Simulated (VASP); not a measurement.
Wanted: the native input for a VASP 6.6.1 run.

```yaml
Task: single point
Functional: PBE
Potentials_or_basis: VASP PAW PBE potentials, release 64 (C)
Cutoff: 520 eV
k_mesh: 6 × 6 × 6
Occupations: gaussian, width 0.2 eV
Spin: no spin polarisation
Dipole_correction: no
Further_INCAR_settings: ALGO = Normal; EDIFF = 1e-06; NBANDS = 28
```

The structure of C lies in POSCAR:

```
C
1.0
    0.0000000000      0.0000000000      3.6266998704
    4.2899234060      0.0000000000      0.0000000000
   -2.1449617030      3.7151826499      0.0000000000
C
9
Direct
    0.5523245429      0.7223564190      0.2547732887
    0.2189912096      0.7452267113      0.4675831302
    0.8856578762      0.5324168698      0.2776435810
    0.4476754571      0.2547732887      0.7223564190
    0.7810087904      0.4675831302      0.7452267113
    0.1143421238      0.2776435810      0.5324168698
    0.6666666667      0.8558998710      0.0000000000
    0.3333333333      0.0000000000      0.8558998710
    1.0000000000      0.1441001290      0.1441001290
```

These files were run (other wordings do the same):

INCAR

```
PREC = Accurate ; ENCUT = 520
EDIFF = 1E-6 ; ISMEAR = 0
SIGMA = 0.2 ; LREAL = F
LASPH = T ; NELM = 100
ALGO = Normal ; ISIF = 2
LWAVE = F ; LCHARG = F
GGA = PE ; NBANDS = 28
```

KPOINTS

```
regular mesh
0
Gamma
  6 6 6
```

Potentials or basis: VASP PAW PBE potentials, release 64 (C).

Launch:

```console
$ cat potpaw_PBE.64/C/POTCAR > POTCAR
$ mpirun -np 1 vasp_std > vasp.out
```

It gave:

| Property | Result |
| --- | --- |
| Pressure | 0.5 GPa |
| Largest force | 0.023 eV/Å |
| Band gap on the k mesh | zero (band 18 reaches 9.25 eV, above the bottom of band 19 at 8.59 eV) |

It took 19 s on 1 thread of Intel(R) Xeon(R) 6975P-C (Granite Rapids) (shared host), peak memory 0.17 GiB.
